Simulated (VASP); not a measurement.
Input of a VASP 6.6.1 run:

File INCAR:

```
SYSTEM = Ir
  PREC = Accurate
  ENCUT = 520
  EDIFF = 1E-6
  ISMEAR = -1
  SIGMA = 0.1
  LREAL = .False.
  LASPH = .True.
  NELM = 80
  ALGO = Normal
  ISIF = 2
  LWAVE = .False.
  LCHARG = .True.
  LDIPOL = .True.
  IDIPOL = 3
  DIPOL = 0.5 0.5 0.500
  GGA = CA
  LELF = .True.
  LVHAR = .True.
  LVACPOTAV = .True.
  NBANDS = 30
```

The input KPOINTS:

```
Automatic mesh
0
Gamma
  15 11 1
  0 0 0
```

POSCAR

```
Ir
1.0
    2.6956178604      0.0000000000      0.0000000000
    0.0000000000      3.8121793371      0.0000000000
    0.0000000000      0.0000000000     18.1238000000
Ir
5
Direct
    0.0000000000      0.0000000000      0.3586453453
    0.5000000000      0.5000000000      0.4217949187
    0.0000000000      0.0000000000      0.4999999996
    0.5000000000      0.5000000000      0.5782050836
    0.0000000000      0.0000000000      0.6413546547
```

Potentials or basis: VASP PAW LDA potentials, release 64 (Ir).

The run is started by

```sh
$ cat potpaw_LDA.64/Ir/POTCAR > POTCAR
$ mpirun -np 1 vasp_std > vasp.out
```

Task: Predict the band gap on the k mesh.

Result: Zero (an odd number of electrons rules out a gap without spin polarisation).

Task: Predict the largest force.

Result: 0.171 eV/Å.

Forces in eV/Å, atoms in the order of the input:
```
Ir   0.000  0.000 -0.171
Ir   0.000  0.000 -0.007
Ir   0.000  0.000  0.000
Ir   0.000  0.000  0.007
Ir   0.000  0.000  0.171
```

Caveat: spin-orbit coupling is left out, which moves the levels of the heavy elements.
